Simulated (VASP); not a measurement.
CoO, 2 atoms in the cell. Symmetry: Fm-3m, No. 225, cubic system. The conventional cell has a = 4.263 Å, b = 4.263 Å, c = 4.263 Å, α = 90.00°, β = 90.00°, γ = 90.00°. Within 2.8 Å of Co (site symmetry m-3m) lie 6 O at 2.13 Å. O (site symmetry m-3m) has 6 Co at 2.13 Å within 2.8 Å. 

* Program: VASP 6.6.1
* Task: single point
* Functional: PBE
* Potentials or basis: VASP PAW PBE potentials, release 64 (Co, O)
* Cutoff: 520 eV
* k mesh: 9 × 9 × 9
* Occupations: fermi-dirac, width 0.05 eV
* Spin: collinear spin, ferromagnetic start
* Starting moments: [2.0, 0.0] μB
* Fixed moment: 2 μB
* Dipole correction: no
* Further INCAR settings: ALGO = Normal; EDIFF = 1e-07; NBANDS = 18

Potentials or basis: VASP PAW PBE potentials, release 64 (Co, O).

Run with:

```sh
$ cat potpaw_PBE.64/Co/POTCAR potpaw_PBE.64/O/POTCAR > POTCAR
$ mpirun -np 1 vasp_std > vasp.out
```

Hardware: 1 thread of AMD EPYC 7R13 (shared host).

Problem. Estimate the wall time of this run.

Solution. It took 75 s on 1 thread of AMD EPYC 7R13, on a shared host, peak memory 0.13 GiB. Counts: scf iterations 16, k points 35.
